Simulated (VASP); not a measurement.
Here is a VASP 6.6.1 calculation.

INCAR

```
SYSTEM = TiO2
ALGO = Normal
EDIFF = 1E-6
ENCUT = 600
GGA = LIBXC
GGA_COMPAT = .FALSE.
ISIF = 2
ISMEAR = -1
LASPH = .TRUE.
LCHARG = .FALSE.
LIBXC1 = GGA_X_B88
LIBXC2 = GGA_C_PBE
LREAL = .FALSE.
LWAVE = .FALSE.
NBANDS = 60
NELM = 120
PREC = Accurate
SIGMA = 0.05
```

File KPOINTS:

```
k-points
0
G
  8 8 4
  0 0 0
```

File POSCAR:

```
TiO2
1.0
    6.1122767729     -1.8708273909      0.0000000000
    6.1122767729      1.8708273909      0.0000000000
   -1.9153839319      0.0000000000      6.2864893037
Ti O
4 8
Direct
    0.9000710000      0.9000710000      0.2896020000
    0.1952860000      0.1952860000      0.2837620000
    0.0999290000      0.0999290000      0.7103980000
    0.8047140000      0.8047140000      0.7162380000
    0.3619310000      0.3619310000      0.2933970000
    0.2634885000      0.2634885000      0.6525000000
    0.8671885000      0.8671885000      0.9952910000
    0.7365115000      0.7365115000      0.3475000000
    0.9416475000      0.9416475000      0.6300210000
    0.1328115000      0.1328115000      0.0047090000
    0.6380690000      0.6380690000      0.7066030000
    0.0583525000      0.0583525000      0.3699790000
```

Potentials or basis: VASP PAW PBE potentials, release 64 (Ti_sv, O).

Launch:

```sh
$ cat potpaw_PBE.64/Ti_sv/POTCAR potpaw_PBE.64/O/POTCAR > POTCAR
$ mpirun -np 1 vasp_std > vasp.out
```

Estimate the pressure.

3.1 GPa.

Predict the band gap on the k mesh.

2.79 eV (least direct gap 2.97 eV).

Estimate the largest force.

0.074 eV/Å.

Stress tensor (GPa, compression positive):
```
3.04 0.00 0.08
0.00 2.96 0.00
0.08 0.00 3.15
```

Caveat: the cell stands under pressure; the PAW data sets were made with another functional, which shifts forces and pressure a little. A k mesh can miss the band edges.
